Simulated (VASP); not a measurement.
Wanted: the native input for a VASP 6.6.1 run.

```
Task                            : G0W0 quasiparticle levels
Functional                      : PBE
Potentials or basis             : VASP PAW PBE potentials, release 64 (Mg_GW, Se_GW)
Cutoff                          : 500 eV
k mesh                          : 6 × 6 × 6
Occupations                     : gaussian, width 0.01 eV
Spin                            : no spin polarisation
Dipole correction               : no
GW scheme                       : G0W0
GW iterations                   : 1
Cutoff of the response function : 200
Frequency points                : 48
Empty bands                     : 435
Further INCAR settings          : ALGO = EVGW0; EDIFF = 1e-08; NBANDS = 439
```

Crystal: MgSe.

```
Mg Se
1.0
     0.00000    2.73628    2.73628
     2.73628    0.00000    2.73628
     2.73628    2.73628    0.00000
Mg Se
1 1
Direct
  0.00000 0.00000 0.00000
  0.50000 0.50000 0.50000
```

One way to write it, as run:

POSCAR

```
MgSe
1.0
    0.0000000000      2.7362756107      2.7362756107
    2.7362756107      0.0000000000      2.7362756107
    2.7362756107      2.7362756107      0.0000000000
Mg Se
1 1
Direct
    0.0000000000      0.0000000000      0.0000000000
    0.5000000000      0.5000000000      0.5000000000
```

INCAR.step1

```
  PREC = Accurate
  ENCUT = 500
  EDIFF = 1E-8
  ISMEAR = 0
  SIGMA = 0.01
  LREAL = False
  LASPH = True
  NELM = 80
  ALGO = Normal
  LWAVE = True
  LCHARG = False
  GGA = PE
```

INCAR.step2

```
  PREC = Accurate
  ENCUT = 500
  EDIFF = 1E-8
  ISMEAR = 0
  SIGMA = 0.01
  LREAL = False
  LASPH = True
  NELM = 1
  ALGO = Exact
  LWAVE = True
  LCHARG = False
  GGA = PE
  NBANDS = 439
  LOPTICS = True
  ISTART = 1
```

INCAR.step3

```
  PREC = Accurate
  ENCUT = 500
  EDIFF = 1E-8
  ISMEAR = 0
  SIGMA = 0.01
  LREAL = False
  LASPH = True
  ALGO = EVGW0
  LWAVE = False
  LCHARG = False
  GGA = PE
  NELMGW = 1
  NBANDS = 439
  ENCUTGW = 200
  NOMEGA = 48
  PRECFOCK = Fast
  ISTART = 1
  NBANDSGW = 12
```

KPOINTS

```
regular mesh
0
Gamma
  6 6 6
```

Potentials or basis: VASP PAW PBE potentials, release 64 (Mg_GW, Se_GW).

Command:

```console
$ cat potpaw_PBE.64/Mg_GW/POTCAR potpaw_PBE.64/Se_GW/POTCAR > POTCAR
$ cp INCAR.step1 INCAR
$ mpirun -np 1 vasp_std > vasp.out
$ cp INCAR.step2 INCAR
$ mpirun -np 1 vasp_std > vasp.out
$ cp INCAR.step3 INCAR
$ mpirun -np 1 vasp_std > vasp.out
```

Results of the run:

* Quasiparticle gap: 3.13 eV
* Least direct quasiparticle gap: 3.93 eV
* Band gap of the starting levels on the mesh: 1.78 eV
* Least direct gap of the starting levels on the mesh: 2.50 eV

Caveat: bands, screening cutoff and mesh are small and nothing is extrapolated, so the quasiparticle values aren't converged.

It took 25 min on 1 thread of Intel(R) Xeon(R) Platinum 8488C (Sapphire Rapids), on a shared host, peak memory 2.1 GiB.
